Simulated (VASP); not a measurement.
# Pt (P6_3/mmc) in VASP: a series of runs

Pt is run at these levels: HSE06, PBE0; tasks: single point.

Program: VASP 6.6.1. These are calculated values, not measurements. Logs are shortened: lines on timing, memory, paths and dates and some standing lists are left out, and cuts for length are marked.

## (1) The cell of the first run

It takes space group P6_3/mmc (No. 194, hexagonal). Conventional cell: a = 2.761 Å, b = 2.761 Å, c = 4.792 Å, α = 90.00°, β = 90.00°, γ = 120.00°. Within 3.6 Å of Pt (site symmetry -6m2) lie 12 Pt at 2.76 to 2.88 Å.

This isn't the form of Pt at room conditions, which is fcc.

## (2) Single point, HSE06

POSCAR reads:

```
Pt
1.0
    2.7606656158      0.0000000000      0.0000000000
   -1.3803328079      2.3908065546      0.0000000000
    0.0000000000      0.0000000000      4.7921340000
Pt
2
Direct
    0.3333333333      0.6666666667      0.2500000000
    0.6666666667      0.3333333333      0.7500000000
```

INCAR.step1 reads:

```
SYSTEM = Pt
PREC = Accurate
ENCUT = 520
EDIFF = 1E-5
ISMEAR = -1
SIGMA = 0.05
LREAL = .False.
LASPH = .True.
NELM = 80
ALGO = Normal
ISIF = 2
LWAVE = .True.
GGA = PE
NBANDS = 17
```

INCAR.step2 reads:

```
SYSTEM = Pt
PREC = Accurate
ENCUT = 520
EDIFF = 1E-6
ISMEAR = -1
SIGMA = 0.05
LREAL = .False.
LASPH = .True.
NELM = 80
ALGO = Normal
ISIF = 2
LWAVE = .False.
LCHARG = .True.
GGA = PE
LHFCALC = .True.
HFSCREEN = 0.2079
PRECFOCK = Normal
LELF = .True.
LVHAR = .True.
ISTART = 1
NBANDS = 17
```

KPOINTS reads:

```
regular mesh
0
Gamma
  6 6 3
  0 0 0
```

Potentials or basis: VASP PAW PBE potentials, release 64 (Pt).

Started as:

```bash
$ cat potpaw_PBE.64/Pt/POTCAR > POTCAR
$ cp INCAR.step1 INCAR
$ mpirun -np 1 vasp_std > vasp.out
$ cp INCAR.step2 INCAR
$ mpirun -np 1 vasp_std > vasp.out
```

OUTCAR:

```text
SYSTEM = Pt
   PREC = Accurate
   ENCUT = 520
   EDIFF = 1E-6
   ISMEAR = -1
   LREAL = .False.
   LASPH = .True.
   NELM = 80
   ISIF = 2
   GGA = PE
   LHFCALC = .True.
   HFSCREEN = 0.2079
   PRECFOCK = Normal
   ISTART = 1

 ion  position               nearest neighbor table
   1  0.333  0.667  0.250-   2 2.88   2 2.88   2 2.88   2 2.88   2 2.88   2 2.88
   2  0.667  0.333  0.750-   1 2.88   1 2.88   1 2.88   1 2.88   1 2.88   1 2.88

  LATTYP: Found a hexagonal cell.
 ALAT       =     2.7606656158
 C/A-ratio  =     1.7358618054

  Lattice vectors:

 A1 = (   2.7606656158,   0.0000000000,   0.0000000000)
 A2 = (  -1.3803328079,   2.3908065546,   0.0000000000)
 A3 = (   0.0000000000,   0.0000000000,   4.7921340000)

Analysis of symmetry for initial positions (statically):
=====================================================================
 Subroutine PRICEL returns:
 Original cell was already a primitive cell.

 Routine SETGRP: Setting up the symmetry group for a
 hexagonal supercell.

 Subroutine GETGRP returns: Found 24 space group operations
 (whereof 12 operations were pure point group operations)
 out of a pool of 24 trial point group operations.

The static configuration has the point symmetry D_3d.
 The point group associated with its full space group is D_6h.

Analysis of symmetry for dynamics (positions and initial velocities):
=====================================================================
 Subroutine PRICEL returns:
 Original cell was already a primitive cell.

 Routine SETGRP: Setting up the symmetry group for a
 hexagonal supercell.

 Subroutine GETGRP returns: Found 24 space group operations
 (whereof 12 operations were pure point group operations)
 out of a pool of 24 trial point group operations.

The dynamic configuration has the point symmetry D_3d.
 The point group associated with its full space group is D_6h.

 Subroutine INISYM returns: Found 24 space group operations
 (whereof 12 operations are pure point group operations),
 and found     1 'primitive' translations

----------------------------------------------------------------------------------------

                                     Primitive cell

  volume of cell :      31.6291

  direct lattice vectors                    reciprocal lattice vectors
     2.760665616  0.000000000  0.000000000     0.362231483  0.209134444  0.000000000
    -1.380332808  2.390806555  0.000000000     0.000000000  0.418268888  0.000000000
     0.000000000  0.000000000  4.792134000     0.000000000  0.000000000  0.208675300

  length of vectors
     2.760665616  2.760665616  4.792134000     0.418268888  0.418268888  0.208675300

  position of ions in fractional coordinates (direct lattice)
     0.333333333  0.666666667  0.250000000
     0.666666667  0.333333333  0.750000000

  ion indices of the primitive-cell ions
   primitive index   ion index
                 1           1
                 2           2

----------------------------------------------------------------------------------------

 KPOINTS: regular mesh

Automatic generation of k-mesh.
 Grid dimensions read from file:
 generate k-points for:    6    6    3

 Generating k-lattice:

  Cartesian coordinates                     Fractional coordinates (reciprocal lattice)
     0.060371914  0.034855741  0.000000000     0.166666667  0.000000000  0.000000000
     0.000000000  0.069711481  0.000000000     0.000000000  0.166666667  0.000000000
     0.000000000  0.000000000  0.069558433     0.000000000  0.000000000  0.333333333

  Length of vectors
     0.069711481  0.069711481  0.069558433

  Shift w.r.t. Gamma in fractional coordinates (k-lattice)
     0.000000000  0.000000000  0.000000000

 Subroutine IBZKPT returns following result:
 ===========================================

 Found     14 irreducible k-points:

 Following reciprocal coordinates:
            Coordinates               Weight
  0.000000  0.000000  0.000000      1.000000
  0.166667  0.000000  0.000000      6.000000
  0.333333  0.000000  0.000000      6.000000
  0.500000 -0.000000  0.000000      3.000000
  0.166667  0.166667  0.000000      6.000000
  0.333333  0.166667  0.000000     12.000000
  0.333333  0.333333  0.000000      2.000000
  0.000000  0.000000  0.333333      2.000000
  0.166667  0.000000  0.333333     12.000000
  0.333333  0.000000  0.333333     12.000000
  0.500000 -0.000000  0.333333      6.000000
  0.166667  0.166667  0.333333     12.000000
  0.333333  0.166667  0.333333     24.000000
  0.333333  0.333333  0.333333      4.000000
   k-points           NKPTS =     14   k-points in BZ     NKDIM =    108   number of bands    NBANDS=     17
   number of dos      NEDOS =    301   number of ions     NIONS =      2
   total plane-waves  NPLWV =  20736
   dimension x,y,z NGX =    24 NGY =   24 NGZ =   36
   dimension x,y,z NGXF=    48 NGYF=   48 NGZF=   72
   ions per type =               2
   NGX,Y,Z   is equivalent  to a cutoff of  14.45, 14.45, 12.49 a.u.
   NGXF,Y,Z  is equivalent  to a cutoff of  28.91, 28.91, 24.98 a.u.
 SYSTEM =  Pt
   PREC   = accura    normal or accurate (medium, high low for compatibility)
   ISTART =      1    job   : 0-new  1-cont  2-samecut
   ICHARG =      0    charge: 1-file 2-atom 10-const
   ISPIN  =      1    spin polarized calculation?
   LNONCOLLINEAR =      F non collinear calculations
   LSORBIT =      F    spin-orbit coupling
   LASPH  =      T    aspherical Exc in radial PAW
   ENCUT  =  520.0 eV  38.22 Ry    6.18 a.u.   5.13  5.13  8.91*2*pi/ulx,y,z
   NELM   =     80;   NELMIN=  2; NELMDL=  0     # of ELM steps
   EDIFF  = 0.1E-05   stopping-criterion for ELM
   LREAL  =      F    real-space projection
   EDIFFG = 0.1E-04   stopping-criterion for IOM
   NSW    =      0    number of steps for IOM
   IBRION =     -1    ionic relax: 0-MD 1-quasi-New 2-CG
   NFREE  =      0    steps in history (QN), initial steepest desc. (CG)
   ISIF   =      2    stress and relaxation
   ISYM   =      3    0-nonsym 1-usesym 2-fastsym
   POTIM  = 0.5000    time-step for ionic-motion
   TEBEG  =    0.0;   TEEND  =   0.0 temperature during run
   PSTRESS=    0.0 pullay stress
   NELECT =      20.0000    total number of electrons
   NUPDOWN=      -1.0000    fix difference up-down
   EMIN   =  10.00;   EMAX   =-10.00  energy-range for DOS
   EFERMI =   0.00;   METHOD = LEGACY
   ISMEAR =    -1;   SIGMA  =   0.05  broadening in eV -4-tet -1-fermi 0-gaus
   EFERMI_NEDOS =   21; number of points for ismear=-14 and -15
   IALGO  =     38    algorithm
   IMIX   =      1    mixing-type and parameters
     AMIX     =   0.40;   BMIX     =  1.00
     AMIX_MAG =   1.60;   BMIX_MAG =  1.00
  volume/ion in A,a.u.               =      15.81       106.72
  Fermi-wavevector in a.u.,A,eV,Ry     =   1.405149  2.655347 26.863944  1.974444
  Thomas-Fermi vector in A             =   2.527639
   LORBIT       =      0    0 simple, 1 ext, 2 COOP (PROOUT), +10 PAW based schemes
   GGA     = PE    functional components
   LHFCALC =     T    Hartree Fock is set to
   PRECFOCK=normal    Normal, Fast or Accurate (Low or Medium for compatibility)
   ENCUT4O =  -1.0   cutoff for four orbital integrals eV
   NKREDX  =     1    reduce k-point grid by
   NKREDY  =     1    reduce k-point grid by
   NKREDZ  =     1    reduce k-point grid by
   AEXX    =    0.2500 exact exchange contribution
   HFSCREEN=    0.2079 screening length (either q_TF or 0.3 A-1)
   HFSCREENC=   0.2079 screening length for correlation (either q_TF or 0.3 A-1)
   ENCUTFOCK=  -1.0 apply spherical cutoff to Coloumb kernel
   IVDW    =     0    specifies the selected vdW correction
   LEPSILON=     F    determine dielectric tensor
   LRPA    =     F    only Hartree local field effects (RPA)
 non-spin polarized calculation
  energy-cutoff  :      520.00
  volume of cell :       31.63
 maximum number of plane-waves:       864
 NGX is ok and might be reduce to    24
  NGX = 16; NGY = 16; NGZ = 28

 number of electron      20.0000004 magnetization

 Free energy of the ion-electron system (eV)
  ---------------------------------------------------
  ext. energy  EPLUGINS =         0.00000000
  ---------------------------------------------------
  free energy    TOTEN  =       -13.87880189 eV

  energy without entropy =      -13.87697073  energy(sigma->0) =      -13.87788631

 E-fermi :   9.6135     XC(G=0): -10.7468

 val. band max:        9.3673493436   @ k =   0.3333   0.3333   0.3333
 cond. band min:       9.8085812976   @ k =   0.5000  -0.0000   0.3333
 fundamental gap:      0.4412319540
 Fermi energy:         9.6135415673

 k-point     1 :       0.0000    0.0000    0.0000
  band No.  band energies     occupation
      1      -0.6338      2.00000
      2       2.0183      2.00000
      3       5.2189      2.00000
      4       5.7901      2.00000
      5       5.7901      2.00000
      6       6.1711      2.00000
[... 9 lines left out ...]
     16      28.5511      0.00000
     17      32.5047      0.00000

 k-point     2 :       0.1667    0.0000    0.0000
  band No.  band energies     occupation
      1       0.4347      2.00000
      2       2.8839      2.00000
      3       5.0025      2.00000
      4       5.6437      2.00000
      5       5.8631      2.00000
      6       6.2457      2.00000
[... 9 lines left out ...]
     16      28.8942      0.00000
     17      29.2630      0.00000

 k-point     3 :       0.3333    0.0000    0.0000
  band No.  band energies     occupation
      1       2.3836      2.00000
      2       3.0596      2.00000
      3       3.9230      2.00000
      4       5.4832      2.00000
      5       6.0687      2.00000
      6       6.1426      2.00000
[... 192 lines left out ...]
 k-point    13 :       0.3333    0.1667    0.3333
  band No.  band energies     occupation
      1       2.9764      2.00000
      2       3.6025      2.00000
      3       4.0392      2.00000
      4       4.6607      2.00000
      5       5.5884      2.00000
      6       6.8026      2.00000
[... 9 lines left out ...]
     16      24.6693      0.00000
     17      25.3372      0.00000

 k-point    14 :       0.3333    0.3333    0.3333
  band No.  band energies     occupation
      1       4.0673      2.00000
      2       4.0673      2.00000
      3       4.1267      2.00000
      4       4.9561      2.00000
      5       5.6723      2.00000
      6       5.6723      2.00000
[... 9 lines left out ...]
     16      21.0324      0.00000
     17      27.8659      0.00000

------------------------ aborting loop because EDIFF is reached ----------------------------------------

  FORCE on cell =-STRESS in cart. coord.  units (eV):
  Direction    XX          YY          ZZ          XY          YZ          ZX
  --------------------------------------------------------------------------------------
  -------------------------------------------------------------------------------------
  Total       -2.1448146     -2.1448146     -1.7525478      0.0000000      0.0000000      0.0000000
  in kB     -108.6458477   -108.6458477    -88.7755290      0.0000000      0.0000000      0.0000000
  external PRESSURE =    -102.0224082 kB  Pullay stress =       0.0000000 kB

 VOLUME and BASIS-vectors are now :
 -----------------------------------------------------------------------------
  energy-cutoff  :      520.00
  volume of cell :       31.63
      direct lattice vectors                 reciprocal lattice vectors
     2.760665616  0.000000000  0.000000000     0.362231483  0.209134444  0.000000000
    -1.380332808  2.390806555  0.000000000     0.000000000  0.418268888  0.000000000
     0.000000000  0.000000000  4.792134000     0.000000000  0.000000000  0.208675300

 POSITION                                       TOTAL-FORCE (eV/Angst)
 -----------------------------------------------------------------------------------
     -0.00000      1.59387      1.19803         0.000000     -0.000000     -0.000000
      1.38033      0.79694      3.59410        -0.000000      0.000000      0.000000
 -----------------------------------------------------------------------------------
    total drift:                                0.000000      0.000000      0.000000

  FREE ENERGIE OF THE ION-ELECTRON SYSTEM (eV)
  ---------------------------------------------------
  free  energy   TOTEN  =       -13.8788018928 eV

  energy  without entropy=      -13.8769707281  energy(sigma->0) =      -13.87788631
```

It took 26 min on 1 thread of Intel Xeon Platinum 8259CL at 2.50GHz (Skylake/Cascade Lake), shared host; peak memory 0.26 GiB.

What came out:

```yaml
Free_energy: -13.8788 eV
Pressure: -10.2 GPa
Band_gap_on_the_k_mesh: zero (bands 10 and 11 overlap by 1.52 eV)
```

Stress tensor (GPa, compression positive):
```
-10.86   0.00   0.00
  0.00 -10.86   0.00
  0.00   0.00  -8.88
```

Caveat: the k points lie up to 0.44 Å⁻¹ apart, too coarse for converged energies and pressures of a metal; the PAW data sets were made with another functional, which shifts forces and pressure a little; spin-orbit coupling is left out, which moves the levels of the heavy elements.

## (3) Single point, PBE0

POSCAR is that of step 2.

INCAR.step1 reads:

```
ALGO     = Normal         # electronic algorithm
EDIFF    = 1E-5           # SCF threshold, eV
ENCUT    = 520            # plane-wave cutoff, eV
GGA      = PE             # functional
ISIF     = 2              # what is computed and relaxed
ISMEAR   = -1             # smearing method
LASPH    = True           # aspherical terms in the spheres
LREAL    = False          # projectors in reciprocal space
LWAVE    = True           # write WAVECAR
NBANDS   = 17             # bands
NELM     = 80             # most SCF steps
PREC     = Accurate       # precision mode
SIGMA    = 0.05           # smearing width, eV
```

INCAR.step2 reads:

```
AEXX     = 0.25           # exact-exchange fraction
ALGO     = Normal         # electronic algorithm
EDIFF    = 1E-6           # SCF threshold, eV
ENCUT    = 520            # plane-wave cutoff, eV
GGA      = PE             # functional
ISIF     = 2              # what is computed and relaxed
ISMEAR   = -1             # smearing method
ISTART   = 1            
LASPH    = True           # aspherical terms in the spheres
LCHARG   = True           # write CHGCAR
LELF     = True           # ELF
LHFCALC  = True           # exact exchange
LREAL    = False          # projectors in reciprocal space
LVHAR    = True         
LWAVE    = False          # write WAVECAR
NBANDS   = 17             # bands
NELM     = 80             # most SCF steps
PREC     = Accurate       # precision mode
PRECFOCK = Normal       
SIGMA    = 0.05           # smearing width, eV
```

KPOINTS reads:

```
k-points
0
Gamma
  6 6 3
```

Potentials or basis: VASP PAW PBE potentials, release 64 (Pt).

Started as:

```bash
$ cat potpaw_PBE.64/Pt/POTCAR > POTCAR
$ cp INCAR.step1 INCAR
$ mpirun -np 1 vasp_std > vasp.out
$ cp INCAR.step2 INCAR
$ mpirun -np 1 vasp_std > vasp.out
```

OUTCAR:

```text
AEXX = 0.25
   EDIFF = 1E-6
   ENCUT = 520
   GGA = PE
   ISIF = 2
   ISMEAR = -1
   ISTART = 1
   LASPH = True
   LHFCALC = True
   LREAL = False
   NELM = 80
   PREC = Accurate
   PRECFOCK = Normal

 ion  position               nearest neighbor table
   1  0.333  0.667  0.250-   2 2.88   2 2.88   2 2.88   2 2.88   2 2.88   2 2.88
   2  0.667  0.333  0.750-   1 2.88   1 2.88   1 2.88   1 2.88   1 2.88   1 2.88

  LATTYP: Found a hexagonal cell.
 ALAT       =     2.7606656158
 C/A-ratio  =     1.7358618054

[... 467 lines left out ...]

  FORCE on cell =-STRESS in cart. coord.  units (eV):
  Direction    XX          YY          ZZ          XY          YZ          ZX
  --------------------------------------------------------------------------------------
  -------------------------------------------------------------------------------------
  Total       -2.1727710     -2.1727710     -1.7372070      0.0000000      0.0000000      0.0000000
  in kB     -110.0619829   -110.0619829    -87.9984347      0.0000000      0.0000000      0.0000000
  external PRESSURE =    -102.7074669 kB  Pullay stress =       0.0000000 kB

 VOLUME and BASIS-vectors are now :
 -----------------------------------------------------------------------------
  energy-cutoff  :      520.00
  volume of cell :       31.63
      direct lattice vectors                 reciprocal lattice vectors
     2.760665616  0.000000000  0.000000000     0.362231483  0.209134444  0.000000000
    -1.380332808  2.390806555  0.000000000     0.000000000  0.418268888  0.000000000
     0.000000000  0.000000000  4.792134000     0.000000000  0.000000000  0.208675300

 POSITION                                       TOTAL-FORCE (eV/Angst)
 -----------------------------------------------------------------------------------
     -0.00000      1.59387      1.19803        -0.000000      0.000000     -0.000000
      1.38033      0.79694      3.59410         0.000000     -0.000000      0.000000
 -----------------------------------------------------------------------------------
    total drift:                                0.000000     -0.000000     -0.000000

  FREE ENERGIE OF THE ION-ELECTRON SYSTEM (eV)
  ---------------------------------------------------
  free  energy   TOTEN  =       -14.9998018459 eV

  energy  without entropy=      -14.9997957109  energy(sigma->0) =      -14.99979878
```

OUTCAR.step1:

```text
EDIFF = 1E-5
   ENCUT = 520
   GGA = PE
   ISIF = 2
   ISMEAR = -1
[... 491 lines left out ...]
 -----------------------------------------------------------------------------------
     -0.00000      1.59387      1.19803         0.000000      0.000000      0.000000
      1.38033      0.79694      3.59410        -0.000000     -0.000000      0.000000
 -----------------------------------------------------------------------------------
    total drift:                               -0.000000      0.000000     -0.000000

  FREE ENERGIE OF THE ION-ELECTRON SYSTEM (eV)
  ---------------------------------------------------
  free  energy   TOTEN  =       -12.2568206461 eV

  energy  without entropy=      -12.2364233205  energy(sigma->0) =      -12.24662198
```

Run time: 32 min. Hardware: 1 thread of Intel Xeon Platinum 8259CL at 2.50GHz (Skylake/Cascade Lake), shared host; peak memory 0.18 GiB.

Results:

```
Free energy            : -14.9998 eV
Pressure               : -10.3 GPa
Band gap on the k mesh : zero (bands 10 and 11 overlap by 2.20 eV)
```

Levels at points of the mesh, in eV from the Fermi level:
| k point | band 8 | band 9 | band 10 | band 11 | band 12 | band 13 | band 14 | band 15 |
| --- | --- | --- | --- | --- | --- | --- | --- | --- |
| (0.00, 0.00, 0.00) | -2.67 | -2.67 | -0.79 | -0.79 | -0.71 | 6.37 | 17.05 | 17.64 |
| (0.50, 0.00, 0.00) | -0.67 | 0.92 | 1.10 | 3.31 | 5.05 | 9.05 | 10.46 | 11.61 |

Caveat: the k points lie up to 0.44 Å⁻¹ apart, too coarse for converged energies and pressures of a metal; the PAW data sets were made with another functional, which shifts forces and pressure a little; spin-orbit coupling is left out, which moves the levels of the heavy elements.
